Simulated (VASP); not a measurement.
Here is a VASP 6.6.1 calculation.

The input INCAR:

```
SYSTEM = Cu7Si2Ni4Pt7
PREC = Accurate
ENCUT = 520
EDIFF = 1E-7
ISMEAR = -1
SIGMA = 0.05
LREAL = Auto
LASPH = .TRUE.
NELM = 100
ALGO = Normal
ISIF = 2
LWAVE = .FALSE.
LCHARG = .FALSE.
GGA = PE
NBANDS = 114
ISYM = 0
```

File KPOINTS:

```
Automatic mesh
0
Gamma
  1 1 1
  0.25 0.25 0.25
```

File POSCAR:

```
Cu7Si2Ni4Pt7
1.0
    6.3918180000      0.0201270000      0.0956380000
    0.0201270000      6.3566260000      0.0266190000
    0.0956380000      0.0266190000      6.4557280000
Cu Pt Ni Si
7 7 4 2
Direct
    0.6256690035      0.6040244111      0.6784583771
    0.6969144496      0.1359542555      0.4512884572
    0.9190014648      0.8471884692      0.6212858144
    0.1158219044      0.7811120027      0.3000483608
    0.1490226199      0.1416176505      0.4677554653
    0.7011175406      0.7639781289      0.3111074672
    0.2138902159      0.3506232739      0.0324209333
    0.9140111170      0.3418304573      0.7085287081
    0.9162225062      0.0738407173      0.1345417195
    0.4326481613      0.0274700488      0.1646291743
    0.3729238450      0.4845650459      0.3602837158
    0.2151122384      0.6176428165      0.7413520306
    0.6506482115      0.4102040841      0.0502820261
    0.4519659768      0.2580428187      0.7353991736
    0.1537788713      0.9992802061      0.8515854535
    0.4223677817      0.8881008436      0.5395052632
    0.6605109319      0.9400263898      0.8577597280
    0.9260406485      0.6748692141      1.0124492514
    0.4211588099      0.7051264079      0.0213561436
    0.9357008383      0.4254130935      0.3253021769
```

Potentials or basis: VASP PAW PBE potentials, release 64 (Cu, Pt, Ni, Si).

Launch:

```bash
$ cat potpaw_PBE.64/Cu/POTCAR potpaw_PBE.64/Pt/POTCAR potpaw_PBE.64/Ni/POTCAR potpaw_PBE.64/Si/POTCAR > POTCAR
$ mpirun -np 1 vasp_std > vasp.out
```

**Question.** Estimate the largest force.

**Answer.** 2.015 eV/Å.

**Question.** What does it give for the pressure?

**Answer.** 6.8 GPa.

Stress tensor (GPa, compression positive):
```
 7.45  0.62 -2.41
 0.62  6.04  5.57
-2.41  5.57  6.80
```

Caveat: the k points lie up to 0.99 Å⁻¹ apart; spin-orbit coupling is left out, which moves the levels of the heavy elements. Spin polarisation is off, so any magnetic state and its effect on volume and gap are missing.
